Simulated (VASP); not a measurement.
Wanted: the native input for a VASP 6.6.1 run.

```
Task                   : single point
Functional             : PBEsol
Potentials or basis    : VASP PAW PBE potentials, release 64 (Cd)
Cutoff                 : 520 eV
k mesh                 : 18 × 18 × 8
Occupations            : gaussian, width 0.1 eV
Spin                   : no spin polarisation
Dipole correction      : no
Further INCAR settings : ALGO = Fast; EDIFF = 1e-06; NBANDS = 19
```

The structure of Cd lies in POSCAR:

```
Cd
1.0
    2.9449305872      0.0000000000      0.0000000000
   -1.4724652936      2.5503847009      0.0000000000
    0.0000000000      0.0000000000      5.6062525974
Cd
2
Direct
    0.3333333333      0.6666666667      0.2500000000
    0.6666666667      0.3333333333      0.7500000000
```

These files were run (other wordings do the same):

INCAR

```
  ALGO = Fast
  EDIFF = 1E-6
  ENCUT = 520
  GGA = PS
  ISIF = 2
  ISMEAR = 0
  LASPH = T
  LCHARG = T
  LELF = T
  LREAL = F
  LVHAR = T
  LWAVE = F
  NBANDS = 19
  NELM = 100
  PREC = Accurate
  SIGMA = 0.1
```

KPOINTS

```
k-points
0
Gamma
  18 18 8
```

Potentials or basis: VASP PAW PBE potentials, release 64 (Cd).

Command:

```sh
$ cat potpaw_PBE.64/Cd/POTCAR > POTCAR
$ mpirun -np 1 vasp_std > vasp.out
```

It gave:

- Pressure: 0.4 GPa
- Band gap on the k mesh: zero (bands 12 and 13 overlap by 4.72 eV)

Caveat: the PAW data sets were made with another functional, which shifts forces and pressure a little.

It took 42 s on 1 thread of Intel(R) Xeon(R) 6975P-C (Granite Rapids), with other jobs on the host, peak memory 0.24 GiB.
